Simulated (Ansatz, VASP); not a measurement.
One calculation of CaO, two programs

Contents of INCAR:

```
ALGO = Normal
EDIFF = 1E-6
ENCUT = 600
GGA = PE
GGA_COMPAT = F
ISIF = 2
ISMEAR = 0
IVDW = 12
LASPH = T
LCHARG = T
LELF = T
LREAL = F
LVHAR = T
LWAVE = F
NBANDS = 15
NELM = 120
PREC = Accurate
SIGMA = 0.1
```

KPOINTS

```
k-points
0
Gamma
  6 6 6
```

File POSCAR:

```
CaO
1.0
    0.0000000000      2.4035556300      2.4035556300
    2.4035556300      0.0000000000      2.4035556300
    2.4035556300      2.4035556300      0.0000000000
Ca O
1 1
Direct
    0.0000000000      0.0000000000      0.0000000000
    0.5000000000      0.5000000000      0.5000000000
```

Input for Ansatz:

```yaml
crystal:
  lattice:
    - [0.0, 2.40355563, 2.40355563]
    - [2.40355563, 0.0, 2.40355563]
    - [2.40355563, 2.40355563, 0.0]
  atoms:
    - { symbol: Ca, position: [0.0, 0.0, 0.0] }
    - { symbol: O, position: [0.5, 0.5, 0.5] }
basis:
  ecutwfc: 420
kpoints:
  mp_grid: { grid: [6, 6, 6] }
hamiltonian:
  xc: pbe
  dispersion: d3bj
scf:
  occupations: { method: gaussian, width: 0.1 }
  lower_state_search: "off"
output:
  forces: true
  stress: true
  eigenvalues: true
```

Alike in both runs: task single point; functional PBE; dispersion D3(BJ); k mesh 6 × 6 × 6; occupations gaussian, width 0.1 eV; no spin polarisation.

```csv
,VASP,Ansatz
version,VASP 6.6.1,Ansatz 0.2.0
potentials or method,"VASP PAW PBE potentials, release 64 (Ca_sv, O), cutoff 600 eV","scalar-relativistic, plane waves, PAW"
valence electrons in the cell,16,16
```

VASP gave:

```
gap on the k mesh at the Fermi level (eV) : 3.64
least direct gap on the mesh (eV)         : 4.01
pressure (GPa)                            : -1.2
```

**Question.** Estimate Ansatz's values.

**Answer.** gap on the k mesh at the Fermi level (eV): 3.65; least direct gap on the mesh (eV): 4.03; pressure (GPa): -1.6.
